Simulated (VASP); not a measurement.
# Ta (P6_3/mmc) in VASP: further runs

The runs below take Ta through single point, with LDA.

Program: VASP 6.6.1. These are calculated values, not measurements. Logs are shortened: lines on timing, memory, paths and dates and some standing lists are left out, and cuts for length are marked.

**1. The cell of the first run**

It takes space group P6_3/mmc (No. 194, hexagonal). The conventional cell has a = 2.857 Å, b = 2.857 Å, c = 10.028 Å, α = 90.00°, β = 90.00°, γ = 120.00°. Ta (site symmetry -3m) has 12 Ta at 2.86 to 3.00 Å within 3.8 Å. Ta (site symmetry -6m2) has 12 Ta at 2.86 to 3.00 Å within 3.8 Å.

This isn't the form of Ta at room conditions, which is bcc.

**2. Single point, LDA**

INCAR reads:

```
  PREC = Accurate
  ENCUT = 520
  EDIFF = 1E-6
  ISMEAR = -1
  SIGMA = 0.1
  LREAL = F
  LASPH = T
  NELM = 80
  ALGO = Normal
  ISIF = 2
  LWAVE = F
  LCHARG = F
  NBANDS = 30
```

KPOINTS reads:

```
Automatic mesh
0
Gamma
  12 12 4
```

POSCAR reads:

```
Ta
1.0
    2.8565593374      0.0000000000      0.0000000000
   -1.4282796687      2.4738529536      0.0000000000
    0.0000000000      0.0000000000     10.0276290031
Ta
4
Direct
    0.0000000000      1.0000000000      1.0000000000
    0.0000000000      0.0000000000      0.5000000000
    0.3333333333      0.6666666667      0.2500000000
    0.6666666667      0.3333333333      0.7500000000
```

Potentials or basis: VASP PAW LDA potentials, release 64 (Ta_pv).

Started as:

```
$ cat potpaw_LDA.64/Ta_pv/POTCAR > POTCAR
$ mpirun -np 1 vasp_std > vasp.out
```

OUTCAR:

```text
PREC = Accurate
   ENCUT = 520
   EDIFF = 1E-6
   ISMEAR = -1
   LREAL = F
   LASPH = T
   NELM = 80
   ISIF = 2

 ion  position               nearest neighbor table
   1  0.000  0.000  0.000-   3 3.00   4 3.00   3 3.00   4 3.00   4 3.00   3 3.00
   2  0.000  0.000  0.500-   3 3.00   4 3.00   3 3.00   4 3.00   4 3.00   3 3.00
   3  0.333  0.667  0.250-   1 3.00   2 3.00   1 3.00   2 3.00   1 3.00   2 3.00
   4  0.667  0.333  0.750-   1 3.00   2 3.00   1 3.00   2 3.00   1 3.00   2 3.00

  LATTYP: Found a hexagonal cell.
 ALAT       =     2.8565593374
 C/A-ratio  =     3.5103870841

  Lattice vectors:

 A1 = (   2.8565593374,   0.0000000000,   0.0000000000)
 A2 = (  -1.4282796687,   2.4738529536,   0.0000000000)
 A3 = (   0.0000000000,   0.0000000000,  10.0276290031)

Analysis of symmetry for initial positions (statically):
=====================================================================
 Subroutine PRICEL returns:
 Original cell was already a primitive cell.

 Routine SETGRP: Setting up the symmetry group for a
 hexagonal supercell.

 Subroutine GETGRP returns: Found 24 space group operations
 (whereof 12 operations were pure point group operations)
 out of a pool of 24 trial point group operations.

The static configuration has the point symmetry D_3d.
 The point group associated with its full space group is D_6h.

Analysis of symmetry for dynamics (positions and initial velocities):
=====================================================================
 Subroutine PRICEL returns:
 Original cell was already a primitive cell.

 Routine SETGRP: Setting up the symmetry group for a
 hexagonal supercell.

 Subroutine GETGRP returns: Found 24 space group operations
 (whereof 12 operations were pure point group operations)
 out of a pool of 24 trial point group operations.

The dynamic configuration has the point symmetry D_3d.
 The point group associated with its full space group is D_6h.

 Subroutine INISYM returns: Found 24 space group operations
 (whereof 12 operations are pure point group operations),
 and found     1 'primitive' translations

----------------------------------------------------------------------------------------

                                     Primitive cell

  volume of cell :      70.8623

  direct lattice vectors                    reciprocal lattice vectors
     2.856559337  0.000000000  0.000000000     0.350071496  0.202113872  0.000000000
    -1.428279669  2.473852954  0.000000000     0.000000000  0.404227745  0.000000000
     0.000000000  0.000000000 10.027629003     0.000000000  0.000000000  0.099724471

  length of vectors
     2.856559337  2.856559337 10.027629003     0.404227745  0.404227745  0.099724471

  position of ions in fractional coordinates (direct lattice)
     0.000000000  0.000000000  0.000000000
     0.000000000  0.000000000  0.500000000
     0.333333333  0.666666667  0.250000000
     0.666666667  0.333333333  0.750000000

  ion indices of the primitive-cell ions
   primitive index   ion index
                 1           1
                 2           2
                 3           3
                 4           4

----------------------------------------------------------------------------------------

 KPOINTS: Automatic mesh

Automatic generation of k-mesh.
 Grid dimensions read from file:
 generate k-points for:   12   12    4

 Generating k-lattice:

  Cartesian coordinates                     Fractional coordinates (reciprocal lattice)
     0.029172625  0.016842823  0.000000000     0.083333333  0.000000000  0.000000000
     0.000000000  0.033685645  0.000000000     0.000000000  0.083333333  0.000000000
     0.000000000  0.000000000  0.024931118     0.000000000  0.000000000  0.250000000

  Length of vectors
     0.033685645  0.033685645  0.024931118

  Shift w.r.t. Gamma in fractional coordinates (k-lattice)
     0.000000000  0.000000000  0.000000000

 Subroutine IBZKPT returns following result:
 ===========================================

 Found     57 irreducible k-points:

 Following reciprocal coordinates:
            Coordinates               Weight
  0.000000  0.000000  0.000000      1.000000
  0.083333  0.000000  0.000000      6.000000
  0.166667 -0.000000  0.000000      6.000000
  0.250000  0.000000  0.000000      6.000000
  0.333333  0.000000  0.000000      6.000000
  0.416667  0.000000  0.000000      6.000000
[... 16 lines left out ...]
  0.250000  0.000000  0.250000     12.000000
  0.333333  0.000000  0.250000     12.000000
 [... further k-points ...]
   k-points           NKPTS =     57   k-points in BZ     NKDIM =     57   number of bands    NBANDS=     30
   number of dos      NEDOS =    301   number of ions     NIONS =      4
   total plane-waves  NPLWV =  46080
   dimension x,y,z NGX =    24 NGY =   24 NGZ =   80
   dimension x,y,z NGXF=    48 NGYF=   48 NGZF=  160
   ions per type =               4
   NGX,Y,Z   is equivalent  to a cutoff of  13.97, 13.97, 13.26 a.u.
   NGXF,Y,Z  is equivalent  to a cutoff of  27.94, 27.94, 26.53 a.u.
 SYSTEM =  unknown system
   PREC   = accura    normal or accurate (medium, high low for compatibility)
   ISTART =      0    job   : 0-new  1-cont  2-samecut
   ICHARG =      2    charge: 1-file 2-atom 10-const
   ISPIN  =      1    spin polarized calculation?
   LNONCOLLINEAR =      F non collinear calculations
   LSORBIT =      F    spin-orbit coupling
   LASPH  =      T    aspherical Exc in radial PAW
   ENCUT  =  520.0 eV  38.22 Ry    6.18 a.u.   5.31  5.31 18.64*2*pi/ulx,y,z
   NELM   =     80;   NELMIN=  2; NELMDL= -5     # of ELM steps
   EDIFF  = 0.1E-05   stopping-criterion for ELM
   LREAL  =      F    real-space projection
   EDIFFG = 0.1E-04   stopping-criterion for IOM
   NSW    =      0    number of steps for IOM
   IBRION =     -1    ionic relax: 0-MD 1-quasi-New 2-CG
   NFREE  =      0    steps in history (QN), initial steepest desc. (CG)
   ISIF   =      2    stress and relaxation
   ISYM   =      2    0-nonsym 1-usesym 2-fastsym
   POTIM  = 0.5000    time-step for ionic-motion
   TEBEG  =    0.0;   TEEND  =   0.0 temperature during run
   PSTRESS=    0.0 pullay stress
   NELECT =      44.0000    total number of electrons
   NUPDOWN=      -1.0000    fix difference up-down
   EMIN   =  10.00;   EMAX   =-10.00  energy-range for DOS
   EFERMI =   0.00;   METHOD = LEGACY
   ISMEAR =    -1;   SIGMA  =   0.10  broadening in eV -4-tet -1-fermi 0-gaus
   EFERMI_NEDOS =   21; number of points for ismear=-14 and -15
   IALGO  =     38    algorithm
   IMIX   =      4    mixing-type and parameters
     AMIX     =   0.40;   BMIX     =  1.00
     AMIX_MAG =   1.60;   BMIX_MAG =  1.00
  volume/ion in A,a.u.               =      17.72       119.55
  Fermi-wavevector in a.u.,A,eV,Ry     =   1.396649  2.639284 26.539909  1.950628
  Thomas-Fermi vector in A             =   2.519983
   LORBIT       =      0    0 simple, 1 ext, 2 COOP (PROOUT), +10 PAW based schemes
   GGA     = CA    functional components
   LHFCALC =     F    Hartree Fock is set to
   AEXX    =    0.0000 exact exchange contribution
   IVDW    =     0    specifies the selected vdW correction
   LEPSILON=     F    determine dielectric tensor
   LRPA    =     F    only Hartree local field effects (RPA)
 non-spin polarized calculation
  energy-cutoff  :      520.00
  volume of cell :       70.86
 maximum number of plane-waves:      1927
 NGX is ok and might be reduce to    24
   NGX = 11   NGY = 11   NGZ = 37

 number of electron      43.9999990 magnetization

 Free energy of the ion-electron system (eV)
  ---------------------------------------------------
  ext. energy  EPLUGINS =         0.00000000
  ---------------------------------------------------
  free energy    TOTEN  =       -50.21919687 eV

  energy without entropy =      -50.05833552  energy(sigma->0) =      -50.13876619

 E-fermi :   5.9372     XC(G=0): -12.8734

 val. band max:        5.9276979199   @ k =   0.3333   0.0000   0.0000
 cond. band min:       5.9409078935   @ k =   0.1667   0.1667   0.5000
 fundamental gap:      0.0132099736
 Fermi energy:         5.9371734752

 k-point     1 :       0.0000    0.0000    0.0000
  band No.  band energies     occupation
      1     -28.4549      2.00000
      2     -27.9793      2.00000
      3     -27.9116      2.00000
      4     -27.3955      2.00000
      5     -27.3391      2.00000
      6     -27.3391      2.00000
[... 22 lines left out ...]
     29       9.1704      0.00000
     30       9.1704      0.00000

 k-point     2 :       0.0833    0.0000    0.0000
  band No.  band energies     occupation
      1     -28.4276      2.00000
      2     -27.9749      2.00000
      3     -27.9097      2.00000
      4     -27.4241      2.00000
      5     -27.4010      2.00000
      6     -27.3850      2.00000
[... 22 lines left out ...]
     29       8.6883      0.00000
     30       8.8589      0.00000

 k-point     3 :       0.1667   -0.0000    0.0000
  band No.  band energies     occupation
      1     -28.3503      2.00000
      2     -27.9779      2.00000
      3     -27.9288      2.00000
      4     -27.6499      2.00000
      5     -27.5608      2.00000
      6     -27.5311      2.00000
[... 22 lines left out ...]
     29       7.9385      0.00000
     30       8.3091      0.00000

 k-point     4 :       0.2500    0.0000    0.0000
  band No.  band energies     occupation
      1     -28.2399      2.00000
      2     -28.0686      2.00000
      3     -28.0644      2.00000
      4     -27.9353      2.00000
      5     -27.8390      2.00000
      6     -27.6741      2.00000
[... 22 lines left out ...]
     29       8.9921      0.00000
     30       9.1181      0.00000

 k-point     5 :       0.3333    0.0000    0.0000
  band No.  band energies     occupation
      1     -28.3239      2.00000
      2     -28.3005      2.00000
      3     -28.1872      2.00000
      4     -28.1343      2.00000
      5     -28.0823      2.00000
      6     -27.7014      2.00000
[... 22 lines left out ...]
     29      10.4752      0.00000
     30      10.6297      0.00000
[... 526 lines left out ...]
     29       8.8483      0.00000
     30       9.0125      0.00000

 k-point    22 :       0.1667   -0.0000    0.2500
  band No.  band energies     occupation
      1     -28.3207      2.00000
      2     -28.1086      2.00000
      3     -27.7983      2.00000
      4     -27.6477      2.00000
      5     -27.5823      2.00000
      6     -27.5407      2.00000
[... 22 lines left out ...]
     29       8.1037      0.00000
     30       8.6187      0.00000

 k-point    23 :       0.2500    0.0000    0.2500
  band No.  band energies     occupation
      1     -28.2267      2.00000
      2     -28.1310      2.00000
      3     -28.0088      2.00000
      4     -27.9248      2.00000
      5     -27.8451      2.00000
      6     -27.7446      2.00000
[... 22 lines left out ...]
     29       8.8930      0.00000
     30       9.2561      0.00000

 k-point    24 :       0.3333    0.0000    0.2500
  band No.  band energies     occupation
      1     -28.3230      2.00000
      2     -28.2863      2.00000
      3     -28.2166      2.00000
      4     -28.1629      2.00000
      5     -28.0117      2.00000
      6     -27.7958      2.00000
[... 22 lines left out ...]
     29      10.1094      0.00000
     30      10.3427      0.00000

 [... further k-points ...]
[... 5 lines left out ...]
  --------------------------------------------------------------------------------------
  -------------------------------------------------------------------------------------
  Total        0.2864346      0.2864346      0.3999957      0.0000000      0.0000000      0.0000000
  in kB        6.4762057      6.4762057      9.0437911      0.0000000      0.0000000      0.0000000
  external PRESSURE =       7.3320675 kB  Pullay stress =       0.0000000 kB

 VOLUME and BASIS-vectors are now :
 -----------------------------------------------------------------------------
  energy-cutoff  :      520.00
  volume of cell :       70.86
      direct lattice vectors                 reciprocal lattice vectors
     2.856559337  0.000000000  0.000000000     0.350071496  0.202113872  0.000000000
    -1.428279669  2.473852954  0.000000000     0.000000000  0.404227745  0.000000000
     0.000000000  0.000000000 10.027629003     0.000000000  0.000000000  0.099724471

 POSITION                                       TOTAL-FORCE (eV/Angst)
 -----------------------------------------------------------------------------------
      0.00000      0.00000      0.00000        -0.000000      0.000000     -0.000000
      0.00000      0.00000      5.01381        -0.000000      0.000000     -0.000000
     -0.00000      1.64924      2.50691        -0.000000      0.000000      0.000000
      1.42828      0.82462      7.52072         0.000000      0.000000     -0.000000
 -----------------------------------------------------------------------------------
    total drift:                               -0.000000      0.000000     -0.000000

  FREE ENERGIE OF THE ION-ELECTRON SYSTEM (eV)
  ---------------------------------------------------
  free  energy   TOTEN  =       -50.2191968664 eV

  energy  without entropy=      -50.0583355190  energy(sigma->0) =      -50.13876619
```

Wall time 3.4 min (1 thread of Intel Xeon 8259CL, shared host); peak memory 0.23 GiB.

What came out:

| Item | Value |
| --- | --- |
| Free energy | -50.2192 eV |
| Pressure | 0.7 GPa |
| Band gap on the k mesh | zero (bands 22 and 23 overlap by 1.17 eV) |

Levels at points of the mesh, in eV from the Fermi level:
| k point | band 19 | band 20 | band 21 | band 22 | band 23 | band 24 | band 25 | band 26 |
| --- | --- | --- | --- | --- | --- | --- | --- | --- |
| (0.00, 0.00, 0.00) | -0.49 | 0.37 | 0.41 | 0.41 | 0.52 | 0.52 | 0.88 | 0.88 |
| (0.50, 0.00, 0.00) | -2.32 | -1.24 | -0.31 | 0.49 | 0.70 | 1.96 | 2.61 | 2.67 |
| (0.00, 0.00, 0.50) | -0.50 | -0.50 | 0.52 | 0.52 | 0.52 | 0.52 | 0.87 | 0.87 |
| (0.50, 0.00, 0.50) | -1.24 | -1.24 | 0.62 | 0.62 | 1.21 | 1.21 | 1.49 | 1.49 |

Caveat: spin-orbit coupling is left out, which moves the levels of the heavy elements.

**3. Single point, LDA (15.59 Å³/atom)**

This run uses another cell than the first one, of 15.59 Å³/atom.

INCAR reads:

```
PREC = Accurate
ENCUT = 520
EDIFF = 1E-7
ISMEAR = -1
SIGMA = 0.1
LREAL = F
LASPH = T
NELM = 80
ALGO = Normal
ISIF = 2
LWAVE = F
LCHARG = F
GGA = CA
NBANDS = 30
```

KPOINTS reads:

```
regular mesh
0
Gamma
  14 14 4
```

POSCAR reads:

```
Ta
1.0
    2.7373950264      0.0000000000      0.0000000000
   -1.3686975132      2.3706536331      0.0000000000
    0.0000000000      0.0000000000      9.6093161450
Ta
4
Direct
    0.0000000000      1.0000000000      1.0000000000
    0.0000000000      0.0000000000      0.5000000000
    0.3333333333      0.6666666667      0.2500000000
    0.6666666667      0.3333333333      0.7500000000
```

Potentials or basis: VASP PAW LDA potentials, release 64 (Ta_pv).

Started as:

```
$ cat potpaw_LDA.64/Ta_pv/POTCAR > POTCAR
$ mpirun -np 1 vasp_std > vasp.out
```

Wall time 2.7 min (1 thread of Intel Xeon 8259CL, shared host); peak memory 0.22 GiB.

The run converged. Its results:

| Quantity | Value |
| --- | --- |
| Free energy | -49.3532 eV |
| Pressure | 34.9 GPa |
| Band gap on the k mesh | zero (bands 22 and 23 overlap by 1.58 eV) |

Stress tensor (GPa, compression positive):
```
34.52  0.00  0.00
 0.00 34.52  0.00
 0.00  0.00 35.59
```

Levels at points of the mesh, in eV from the Fermi level:
```
           k point  band 20  band 21  band 22  band 23  band 24  band 25
(0.00, 0.00, 0.00)     0.30     0.30     0.44     0.44     0.85     0.85
(0.50, 0.00, 0.00)    -1.55    -0.17     0.61     0.63     2.65     2.89
(0.00, 0.00, 0.50)    -0.24     0.43     0.43     0.43     0.43     0.85
(0.50, 0.00, 0.50)    -1.56     1.01     1.01     1.21     1.21     1.94
```

Caveat: the cell stands under pressure; spin-orbit coupling is left out, which moves the levels of the heavy elements.
